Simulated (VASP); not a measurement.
# BP in VASP: further runs

Runs on BP. Level: PBE. Tasks: single point.

Program: VASP 6.6.1. These are calculated values, not measurements. Logs are shortened: lines on timing, memory, paths and dates and some standing lists are left out, and cuts for length are marked.

### 1 The cell of the first run

The structure is cubic, space group F-43m (No. 216). Conventional cell: a = 4.538 Å, b = 4.538 Å, c = 4.538 Å, α = 90.00°, β = 90.00°, γ = 90.00°. B (site symmetry -43m) has 4 P at 1.97 Å within 2.6 Å. Within 2.6 Å of P (site symmetry -43m) lie 4 B at 1.97 Å.

### 2 Single point, PBE

The input, INCAR:

```
PREC = Accurate
ENCUT = 520
EDIFF = 1E-7
ISMEAR = -1
SIGMA = 0.05
LREAL = False
LASPH = True
NELM = 100
ALGO = Normal
ISIF = 2
LWAVE = False
LCHARG = True
GGA = PE
LELF = True
LVHAR = True
NBANDS = 11
```

The input, KPOINTS:

```
regular mesh
0
Gamma
  7 7 7
```

The input, POSCAR:

```
BP
1.0
    0.0000000000      2.2690000000      2.2690000000
    2.2690000000      0.0000000000      2.2690000000
    2.2690000000      2.2690000000      0.0000000000
B P
1 1
Direct
    0.0000000000      0.0000000000      0.0000000000
    0.2500000000      0.2500000000      0.2500000000
```

Potentials or basis: VASP PAW PBE potentials, release 64 (B, P).

Launch:

```sh
> cat potpaw_PBE.64/B/POTCAR potpaw_PBE.64/P/POTCAR > POTCAR
> mpirun -np 1 vasp_std > vasp.out
```

OUTCAR:

```text
PREC = Accurate
   ENCUT = 520
   EDIFF = 1E-7
   ISMEAR = -1
   LREAL = False
   LASPH = True
   NELM = 100
   ISIF = 2
   GGA = PE

 ion  position               nearest neighbor table
   1  0.000  0.000  0.000-   2 1.97   2 1.97   2 1.97   2 1.97
   2  0.250  0.250  0.250-   1 1.97   1 1.97   1 1.97   1 1.97

  LATTYP: Found a face centered cubic cell.
 ALAT       =     4.5380000000

  Lattice vectors:

 A1 = (   0.0000000000,   2.2690000000,   2.2690000000)
 A2 = (   2.2690000000,   0.0000000000,   2.2690000000)
 A3 = (   2.2690000000,   2.2690000000,   0.0000000000)

Analysis of symmetry for initial positions (statically):
=====================================================================
 Subroutine PRICEL returns:
 Original cell was already a primitive cell.

 Routine SETGRP: Setting up the symmetry group for a
 face centered cubic supercell.

 Subroutine GETGRP returns: Found 24 space group operations
 (whereof 24 operations were pure point group operations)
 out of a pool of 48 trial point group operations.

The static configuration has the point symmetry T_d .

Analysis of symmetry for dynamics (positions and initial velocities):
=====================================================================
 Subroutine PRICEL returns:
 Original cell was already a primitive cell.

 Routine SETGRP: Setting up the symmetry group for a
 face centered cubic supercell.

 Subroutine GETGRP returns: Found 24 space group operations
 (whereof 24 operations were pure point group operations)
 out of a pool of 48 trial point group operations.

The dynamic configuration has the point symmetry T_d .

 Subroutine INISYM returns: Found 24 space group operations
 (whereof 24 operations are pure point group operations),
 and found     1 'primitive' translations

----------------------------------------------------------------------------------------

                                     Primitive cell

  volume of cell :      23.3633

  direct lattice vectors                    reciprocal lattice vectors
     0.000000000  2.269000000  2.269000000    -0.220361393  0.220361393  0.220361393
     2.269000000  0.000000000  2.269000000     0.220361393 -0.220361393  0.220361393
     2.269000000  2.269000000  0.000000000     0.220361393  0.220361393 -0.220361393

  length of vectors
     3.208850573  3.208850573  3.208850573     0.381677128  0.381677128  0.381677128

  position of ions in fractional coordinates (direct lattice)
     0.000000000  0.000000000  0.000000000
     0.250000000  0.250000000  0.250000000

  ion indices of the primitive-cell ions
   primitive index   ion index
                 1           1
                 2           2

----------------------------------------------------------------------------------------

 KPOINTS: regular mesh

Automatic generation of k-mesh.
 Grid dimensions read from file:
 generate k-points for:    7    7    7

 Generating k-lattice:

  Cartesian coordinates                     Fractional coordinates (reciprocal lattice)
    -0.031480199  0.031480199  0.031480199     0.142857143  0.000000000  0.000000000
     0.031480199 -0.031480199  0.031480199     0.000000000  0.142857143  0.000000000
     0.031480199  0.031480199 -0.031480199     0.000000000  0.000000000  0.142857143

  Length of vectors
     0.054525304  0.054525304  0.054525304

  Shift w.r.t. Gamma in fractional coordinates (k-lattice)
     0.000000000  0.000000000  0.000000000

 Subroutine IBZKPT returns following result:
 ===========================================

 Found     20 irreducible k-points:

 Following reciprocal coordinates:
            Coordinates               Weight
  0.000000  0.000000  0.000000      1.000000
  0.142857  0.000000  0.000000      8.000000
  0.285714  0.000000  0.000000      8.000000
  0.428571  0.000000  0.000000      8.000000
  0.142857  0.142857  0.000000      6.000000
  0.285714  0.142857  0.000000     24.000000
[... 12 lines left out ...]
 -0.428571  0.428571  0.142857     24.000000
 -0.285714  0.428571  0.142857     24.000000
   k-points           NKPTS =     20   k-points in BZ     NKDIM =     20   number of bands    NBANDS=     11
   number of dos      NEDOS =    301   number of ions     NIONS =      2
   total plane-waves  NPLWV =  13824
   dimension x,y,z NGX =    24 NGY =   24 NGZ =   24
   dimension x,y,z NGXF=    48 NGYF=   48 NGZF=   48
   ions per type =               1   1
   NGX,Y,Z   is equivalent  to a cutoff of  12.43, 12.43, 12.43 a.u.
   NGXF,Y,Z  is equivalent  to a cutoff of  24.87, 24.87, 24.87 a.u.
 SYSTEM =  unknown system
   PREC   = accura    normal or accurate (medium, high low for compatibility)
   ISTART =      0    job   : 0-new  1-cont  2-samecut
   ICHARG =      2    charge: 1-file 2-atom 10-const
   ISPIN  =      1    spin polarized calculation?
   LNONCOLLINEAR =      F non collinear calculations
   LSORBIT =      F    spin-orbit coupling
   LASPH  =      T    aspherical Exc in radial PAW
   ENCUT  =  520.0 eV  38.22 Ry    6.18 a.u.   5.97  5.97  5.97*2*pi/ulx,y,z
   NELM   =    100;   NELMIN=  2; NELMDL= -5     # of ELM steps
   EDIFF  = 0.1E-06   stopping-criterion for ELM
   LREAL  =      F    real-space projection
   EDIFFG = 0.1E-05   stopping-criterion for IOM
   NSW    =      0    number of steps for IOM
   IBRION =     -1    ionic relax: 0-MD 1-quasi-New 2-CG
   NFREE  =      0    steps in history (QN), initial steepest desc. (CG)
   ISIF   =      2    stress and relaxation
   ISYM   =      2    0-nonsym 1-usesym 2-fastsym
   POTIM  = 0.5000    time-step for ionic-motion
   TEBEG  =    0.0;   TEEND  =   0.0 temperature during run
   PSTRESS=    0.0 pullay stress
   NELECT =       8.0000    total number of electrons
   NUPDOWN=      -1.0000    fix difference up-down
   EMIN   =  10.00;   EMAX   =-10.00  energy-range for DOS
   EFERMI =   0.00;   METHOD = LEGACY
   ISMEAR =    -1;   SIGMA  =   0.05  broadening in eV -4-tet -1-fermi 0-gaus
   EFERMI_NEDOS =   21; number of points for ismear=-14 and -15
   IALGO  =     38    algorithm
   IMIX   =      4    mixing-type and parameters
     AMIX     =   0.40;   BMIX     =  1.00
     AMIX_MAG =   1.60;   BMIX_MAG =  1.00
  volume/ion in A,a.u.               =      11.68        78.83
  Fermi-wavevector in a.u.,A,eV,Ry     =   1.145320  2.164342 17.847562  1.311759
  Thomas-Fermi vector in A             =   2.282009
   LORBIT       =      0    0 simple, 1 ext, 2 COOP (PROOUT), +10 PAW based schemes
   GGA     = PE    functional components
   LHFCALC =     F    Hartree Fock is set to
   AEXX    =    0.0000 exact exchange contribution
   IVDW    =     0    specifies the selected vdW correction
   LEPSILON=     F    determine dielectric tensor
   LRPA    =     F    only Hartree local field effects (RPA)
 non-spin polarized calculation
  energy-cutoff  :      520.00
  volume of cell :       23.36
 maximum number of plane-waves:       640
   NGX = 11   NGY = 11   NGZ = 11

 number of electron       8.0000000 magnetization

 Free energy of the ion-electron system (eV)
  ---------------------------------------------------
  ext. energy  EPLUGINS =         0.00000000
  ---------------------------------------------------
  free energy    TOTEN  =       -12.92473540 eV

  energy without entropy =      -12.92473526  energy(sigma->0) =      -12.92473533

 E-fermi :   8.0372     XC(G=0): -10.9061

 val. band max:        7.4352661964   @ k =   0.0000   0.0000   0.0000
 cond. band min:       8.6739021667   @ k =   0.4286   0.4286   0.0000
 fundamental gap:      1.2386359703
 Fermi energy:         8.0372190826

 k-point     1 :       0.0000    0.0000    0.0000
  band No.  band energies     occupation
      1      -8.0260      2.00000
      2       7.4353      1.99999
      3       7.4353      1.99999
      4       7.4353      1.99999
      5      10.8349      0.00000
      6      10.8349      0.00000
      7      10.8349      0.00000
      8      14.8096      0.00000
      9      18.9475      0.00000
     10      19.5624      0.00000
     11      19.5624      0.00000

 k-point     2 :       0.1429    0.0000    0.0000
  band No.  band energies     occupation
      1      -7.6594      2.00000
      2       5.1656      2.00000
      3       6.9064      2.00000
      4       6.9064      2.00000
      5      11.4177      0.00000
      6      11.5629      0.00000
      7      11.5629      0.00000
      8      15.8056      0.00000
      9      18.5176      0.00000
     10      18.5176      0.00000
     11      19.9702      0.00000

 k-point     3 :       0.2857    0.0000    0.0000
  band No.  band energies     occupation
      1      -6.5948      2.00000
      2       1.7554      2.00000
      3       6.1522      2.00000
      4       6.1522      2.00000
      5      11.3946      0.00000
      6      12.2783      0.00000
      7      12.2783      0.00000
      8      17.3303      0.00000
      9      18.6910      0.00000
     10      18.6910      0.00000
     11      20.5740      0.00000

 k-point     4 :       0.4286    0.0000    0.0000
  band No.  band energies     occupation
      1      -5.0978      2.00000
      2      -1.0374      2.00000
      3       5.7309      2.00000
      4       5.7309      2.00000
      5      11.2394      0.00000
      6      12.1891      0.00000
      7      12.1891      0.00000
      8      17.5861      0.00000
      9      21.1198      0.00000
     10      21.1198      0.00000
     11      21.8400      0.00000
[... 183 lines left out ...]
 k-point    18 :      -0.4286    0.2857    0.1429
  band No.  band energies     occupation
      1      -4.2290      2.00000
      2      -0.3653      2.00000
      3       2.4751      2.00000
      4       4.0954      2.00000
      5      11.7092      0.00000
      6      12.9217      0.00000
      7      15.3002      0.00000
      8      16.6424      0.00000
      9      18.8147      0.00000
     10      21.4237      0.00000
     11      25.0272      0.00000

 k-point    19 :      -0.4286    0.4286    0.1429
  band No.  band energies     occupation
      1      -3.6396      2.00000
      2      -0.2410      2.00000
      3       2.3207      2.00000
      4       2.8311      2.00000
      5      10.7114      0.00000
      6      11.5191      0.00000
      7      16.1076      0.00000
      8      18.5998      0.00000
      9      20.1445      0.00000
     10      22.8746      0.00000
     11      24.8069      0.00000

 k-point    20 :      -0.2857    0.4286    0.1429
  band No.  band energies     occupation
      1      -3.1455      2.00000
      2      -0.5628      2.00000
      3       1.3024      2.00000
      4       3.0002      2.00000
      5      11.4766      0.00000
      6      14.3003      0.00000
      7      15.4322      0.00000
      8      15.9170      0.00000
      9      19.3815      0.00000
     10      22.0535      0.00000
     11      25.1435      0.00000

------------------------ aborting loop because EDIFF is reached ----------------------------------------

  FORCE on cell =-STRESS in cart. coord.  units (eV):
  Direction    XX          YY          ZZ          XY          YZ          ZX
  --------------------------------------------------------------------------------------
  -------------------------------------------------------------------------------------
  Total        0.1377199      0.1377199      0.1377199     -0.0000000     -0.0000000      0.0000000
  in kB        9.4443849      9.4443849      9.4443849     -0.0000000     -0.0000000      0.0000000
  external PRESSURE =       9.4443849 kB  Pullay stress =       0.0000000 kB

 VOLUME and BASIS-vectors are now :
 -----------------------------------------------------------------------------
  energy-cutoff  :      520.00
  volume of cell :       23.36
      direct lattice vectors                 reciprocal lattice vectors
     0.000000000  2.269000000  2.269000000    -0.220361393  0.220361393  0.220361393
     2.269000000  0.000000000  2.269000000     0.220361393 -0.220361393  0.220361393
     2.269000000  2.269000000  0.000000000     0.220361393  0.220361393 -0.220361393

 POSITION                                       TOTAL-FORCE (eV/Angst)
 -----------------------------------------------------------------------------------
      0.00000      0.00000      0.00000         0.000000      0.000000     -0.000000
      1.13450      1.13450      1.13450        -0.000000     -0.000000      0.000000
 -----------------------------------------------------------------------------------
    total drift:                                0.000000      0.000000      0.000000

  FREE ENERGIE OF THE ION-ELECTRON SYSTEM (eV)
  ---------------------------------------------------
  free  energy   TOTEN  =       -12.9247353965 eV

  energy  without entropy=      -12.9247352581  energy(sigma->0) =      -12.92473533
```

Run time: 4.3 s. Hardware: 1 thread of Intel Xeon 6975P-C (Granite Rapids), shared host; peak memory 0.13 GiB.

Results:

- Free energy: -12.9247 eV
- Pressure: 0.9 GPa
- Band gap on the k mesh: 1.24 eV, indirect (least direct gap 3.40 eV)

### 3 Single point, PBE

This run uses another cell than the first one, of 11.33 Å³/atom, 0.970 times its volume.

The input, INCAR:

```
PREC = Accurate
ENCUT = 520
EDIFF = 1E-7
ISMEAR = -1
SIGMA = 0.05
LREAL = F
LASPH = T
NELM = 80
ALGO = Normal
ISIF = 2
LWAVE = F
LCHARG = F
GGA = PE
NBANDS = 11
```

KPOINTS is that of step 2.

The input, POSCAR:

```
BP
1.0
    0.0000000000      2.2690000000      2.2009300000
    2.2690000000      0.0000000000      2.2009300000
    2.2690000000      2.2690000000      0.0000000000
B P
1 1
Direct
    0.0000000000      0.0000000000      0.0000000000
    0.2500000000      0.2500000000      0.2500000000
```

Potentials or basis: VASP PAW PBE potentials, release 64 (B, P).

Launch:

```sh
> cat potpaw_PBE.64/B/POTCAR potpaw_PBE.64/P/POTCAR > POTCAR
> mpirun -np 1 vasp_std > vasp.out
```

It took 6.6 s on 1 thread of Intel Xeon 6975P-C (Granite Rapids), shared host; peak memory 0.13 GiB.

It converged, with:

| Quantity | Value |
| --- | --- |
| Free energy | -12.8973 eV |
| Pressure | 6.3 GPa |
| Band gap on the k mesh | 0.74 eV, indirect (least direct gap 3.14 eV) |

Stress tensor (GPa, compression positive):
```
 3.61  0.00  0.00
 0.00  3.61  0.00
 0.00  0.00 11.58
```

Levels at points of the mesh, in eV from the valence-band top:
| k point | band 2 | band 3 | band 4 | band 5 | band 6 | band 7 |
| --- | --- | --- | --- | --- | --- | --- |
| (0.00, 0.00, 0.00) | -0.29 | -0.29 | 0.00 | 3.14 | 3.31 | 3.31 |

A k mesh can miss the band edges. Expect the measured gap to be larger: semilocal functionals such as PBE lack the derivative discontinuity.

### 4 Single point, PBE

This run uses another cell than the first one, of 11.45 Å³/atom, 0.980 times its volume.

The input, INCAR:

```
SYSTEM = BP
ALGO = Normal ; EDIFF = 1E-6
ENCUT = 520 ; GGA = PE
ISIF = 2 ; ISMEAR = -1
LASPH = .TRUE. ; LCHARG = .FALSE.
LREAL = .FALSE. ; LWAVE = .FALSE.
NBANDS = 11 ; NELM = 80
PREC = Accurate ; SIGMA = 0.05
```

The input, KPOINTS:

```
k-points
0
G
  7 7 7
  0 0 0
```

The input, POSCAR:

```
BP
1.0
    0.0000000000      2.2690000000      2.2236200000
    2.2690000000      0.0000000000      2.2236200000
    2.2690000000      2.2690000000      0.0000000000
B P
1 1
Direct
    0.0000000000      0.0000000000      0.0000000000
    0.2500000000      0.2500000000      0.2500000000
```

Potentials or basis: VASP PAW PBE potentials, release 64 (B, P).

Launch:

```sh
> cat potpaw_PBE.64/B/POTCAR potpaw_PBE.64/P/POTCAR > POTCAR
> mpirun -np 1 vasp_std > vasp.out
```

OUTCAR:

```text
SYSTEM = BP
   EDIFF = 1E-6
   ENCUT = 520
   GGA = PE
   ISIF = 2
   ISMEAR = -1
   LASPH = .TRUE.
   LREAL = .FALSE.
   NELM = 80
   PREC = Accurate

 ion  position               nearest neighbor table
   1  0.000  0.000  0.000-   2 1.95   2 1.95   2 1.95   2 1.95
   2  0.250  0.250  0.250-   1 1.95   1 1.95   1 1.95   1 1.95

  LATTYP: Found a body centered tetragonal cell.
 ALAT       =     3.2088505730
 C/A-ratio  =     1.3859292911

  Lattice vectors:

 A1 = (   0.0000000000,  -2.2690000000,  -2.2236200000)
 A2 = (   0.0000000000,   2.2690000000,  -2.2236200000)
[... 521 lines left out ...]

  FORCE on cell =-STRESS in cart. coord.  units (eV):
  Direction    XX          YY          ZZ          XY          YZ          ZX
  --------------------------------------------------------------------------------------
  -------------------------------------------------------------------------------------
  Total        0.3750478      0.3750478      1.1366134      0.0000000     -0.0000000      0.0000000
  in kB       26.2444575     26.2444575     79.5360062      0.0000000     -0.0000000      0.0000000
  external PRESSURE =      44.0083071 kB  Pullay stress =       0.0000000 kB

 VOLUME and BASIS-vectors are now :
 -----------------------------------------------------------------------------
  energy-cutoff  :      520.00
  volume of cell :       22.90
      direct lattice vectors                 reciprocal lattice vectors
     0.000000000  2.269000000  2.223620000    -0.220361393  0.220361393  0.224858564
     2.269000000  0.000000000  2.223620000     0.220361393 -0.220361393  0.224858564
     2.269000000  2.269000000  0.000000000     0.220361393  0.220361393 -0.224858564

 POSITION                                       TOTAL-FORCE (eV/Angst)
 -----------------------------------------------------------------------------------
      0.00000      0.00000      0.00000         0.000000      0.000000      0.000000
      1.13450      1.13450      1.11181        -0.000000     -0.000000     -0.000000
 -----------------------------------------------------------------------------------
    total drift:                                0.000000      0.000000     -0.000000

  FREE ENERGIE OF THE ION-ELECTRON SYSTEM (eV)
  ---------------------------------------------------
  free  energy   TOTEN  =       -12.9116111620 eV

  energy  without entropy=      -12.9116101563  energy(sigma->0) =      -12.91161066
```

OSZICAR:

```text
N       E                     dE             d eps       ncg     rms          rms(c)
DAV:   1     0.867338110137E+01    0.86734E+01   -0.40628E+03   880   0.661E+02
DAV:   2    -0.130734511527E+02   -0.21747E+02   -0.20584E+02  1217   0.109E+02
DAV:   3    -0.136623929693E+02   -0.58894E+00   -0.58801E+00  1119   0.157E+01
DAV:   4    -0.136644251306E+02   -0.20322E-02   -0.20320E-02  1028   0.110E+00
DAV:   5    -0.136644360707E+02   -0.10940E-04   -0.10940E-04  1087   0.791E-02    0.742E+00
DAV:   6    -0.130166613810E+02    0.64777E+00   -0.14534E+00  1000   0.527E+00    0.399E+00
DAV:   7    -0.129191721646E+02    0.97489E-01   -0.25431E-01  1105   0.251E+00    0.136E+00
DAV:   8    -0.129110821695E+02    0.80900E-02   -0.27659E-02  1034   0.956E-01    0.200E-01
DAV:   9    -0.129114023940E+02   -0.32022E-03   -0.70743E-04  1018   0.181E-01    0.131E-01
DAV:  10    -0.129115994321E+02   -0.19704E-03   -0.24720E-04  1018   0.990E-02    0.288E-02
DAV:  11    -0.129116102170E+02   -0.10785E-04   -0.11819E-05  1093   0.226E-02    0.355E-02
DAV:  12    -0.129116111620E+02   -0.94499E-06   -0.48188E-06  1012   0.107E-02
   1 F= -.12911611E+02 E0= -.12911611E+02  d E =-.100573E-05
```

Wall time 5.3 s (1 thread of Intel Xeon 6975P-C (Granite Rapids), shared host); peak memory 0.13 GiB.

What came out:

```
Free energy            : -12.9116 eV
Pressure               : 4.4 GPa
Band gap on the k mesh : 0.91 eV, indirect (least direct gap 3.23 eV)
```

Levels at points of the mesh, in eV from the valence-band top:
| k point | band 2 | band 3 | band 4 | band 5 | band 6 | band 7 |
| --- | --- | --- | --- | --- | --- | --- |
| (0.00, 0.00, 0.00) | -0.20 | -0.20 | 0.00 | 3.23 | 3.34 | 3.34 |

### 5 Summary

| cell | gap on the mesh (eV) | pressure (GPa) |
| --- | --- | --- |
| a = 3.209 Å, angles 60.0°, 2 atoms | 1.24 | 0.9 |
| a = 3.161, b = 3.161, c = 3.209 Å, angles 59.5, 59.5, 61.0°, 2 atoms | 0.74 | 6.3 |
| a = 3.177, b = 3.177, c = 3.209 Å, angles 59.7, 59.7, 60.7°, 2 atoms | 0.91 | 4.4 |

Alike in all rows: task single point; level PBE; potentials or basis VASP PAW PBE potentials, release 64 (B, P); no spin polarisation; k mesh 7 × 7 × 7; cutoff (eV) 520; smearing fermi-dirac 0.05 eV.

Total energies depend on the potentials used, so only differences within one code and one set of settings carry meaning.
